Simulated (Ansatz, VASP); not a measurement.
FeBi in VASP and in Ansatz

INCAR

```
  ALGO = Normal
  EDIFF = 1E-7
  ENCUT = 520
  GGA = PE
  ISIF = 2
  ISMEAR = 0
  ISPIN = 2
  LASPH = T
  LCHARG = T
  LELF = T
  LMAXMIX = 4
  LORBIT = 11
  LREAL = F
  LVHAR = T
  LWAVE = F
  MAGMOM = 2.89 0
  NBANDS = 22
  NELM = 150
  PREC = Accurate
  SIGMA = 0.05
```

The input KPOINTS:

```
k-points
0
Gamma
  10 10 10
```

POSCAR

```
FeBi
1.0
    0.0000000000      2.7570388884      2.7570388884
    2.7570388884      0.0000000000      2.7570388884
    2.7570388884      2.7570388884      0.0000000000
Fe Bi
1 1
Direct
    0.5000000000      0.5000000000      0.5000000000
    0.0000000000      0.0000000000      0.0000000000
```

Input for Ansatz:

```yaml
crystal:
  lattice:
    - [0.0, 2.7570388884, 2.7570388884]
    - [2.7570388884, 0.0, 2.7570388884]
    - [2.7570388884, 2.7570388884, 0.0]
  atoms:
    - { symbol: Fe, position: [0.5, 0.5, 0.5], spin: 2.89 }
    - { symbol: Bi, position: [0.0, 0.0, 0.0] }
basis:
  ecutwfc: 420
  ecutrho_ratio: 4
kpoints:
  mp_grid: { grid: [10, 10, 10] }
hamiltonian:
  xc: pbe
scf:
  occupations: { method: gaussian, width: 0.05 }
output:
  forces: true
  stress: true
  eigenvalues: true
  populations: true
magnetization:
  spin_polarized: true
```

Alike in both runs: task single point; functional PBE; k mesh 10 × 10 × 10; occupations gaussian, width 0.05 eV; collinear spin.

```csv
,VASP,Ansatz
version,VASP 6.6.1,Ansatz 0.2.0
potentials or method,"VASP PAW PBE potentials, release 64 (Fe, Bi_d), cutoff 520 eV","scalar-relativistic, plane waves, PAW"
valence electrons in the cell,23,31
```

VASP gave:

```
gap on the k mesh at the Fermi level (eV)                     : none
pressure (GPa)                                                : 2.7
traceless stress, the component that is largest in VASP (GPa) : 0.00
net moment per atom (μB)                                      : 1.28
size of the moment on the site where the two differ most (μB) : 0.07
```

Task: Estimate Ansatz's values.

Result: gap on the k mesh at the Fermi level (eV): none; pressure (GPa): 3.1; traceless stress, the component that is largest in VASP (GPa): 0.16; net moment per atom (μB): 1.28; size of the moment on the site where the two differ most (μB): 0.04.

Site moments also hang on the region over which each program counts them. A gap of «none» marks a metal or a gap that the smearing closes. VASP's potentials hold 23 valence electrons a cell and Ansatz's 31, so a difference there can come from the potentials and not from the codes. Ansatz's warnings: stability check not made.

Spin-orbit coupling is off throughout.
